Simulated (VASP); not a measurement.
Wanted: the native input for a VASP 6.6.1 run.

```
Task                   : single point
Functional             : PBE
Dispersion             : D3(BJ)
Potentials or basis    : VASP PAW PBE potentials, release 64 (B, N)
Cutoff                 : 520 eV
k mesh                 : 12 × 12 × 4
Occupations            : gaussian, width 0.02 eV
Spin                   : no spin polarisation
Dipole correction      : no
Further INCAR settings : ALGO = Normal; EDIFF = 1e-07; NBANDS = 21
```

The structure of BN lies in POSCAR:

```
BN
1.0
    2.5061138137      0.0000000000      0.0000000000
   -1.2530569069      2.1703582275      0.0000000000
    0.0000000000      0.0000000000     10.0823443066
B N
3 3
Direct
    0.0000000000      0.0000000000      0.0003436670
    0.6666666667      0.3333333333      0.3336770004
    0.3333333333      0.6666666667      0.6670103337
    0.6666666667      0.3333333333      0.0005566663
    0.3333333333      0.6666666667      0.3338899996
    0.0000000000      0.0000000000      0.6672233330
```

These files were run (other wordings do the same):

INCAR

```
SYSTEM = BN
  PREC = Accurate
  ENCUT = 520
  EDIFF = 1E-7
  ISMEAR = 0
  SIGMA = 0.02
  LREAL = .False.
  LASPH = .True.
  NELM = 100
  ALGO = Normal
  ISIF = 2
  LWAVE = .False.
  LCHARG = .True.
  GGA = PE
  IVDW = 12
  LELF = .True.
  LVHAR = .True.
  NBANDS = 21
```

KPOINTS

```
regular mesh
0
Gamma
  12 12 4
  0 0 0
```

Potentials or basis: VASP PAW PBE potentials, release 64 (B, N).

The run is started by

```bash
$ cat potpaw_PBE.64/B/POTCAR potpaw_PBE.64/N/POTCAR > POTCAR
$ mpirun -np 1 vasp_std > vasp.out
```

It gave:

| Property | Result |
| --- | --- |
| Pressure | -0.1 GPa |
| Band gap on the k mesh | 4.27 eV |
| Dispersion energy per atom | -0.139 eV |

Wall time 120 s on 1 thread of Intel Xeon 8259CL, on a shared host, peak memory 0.22 GiB.
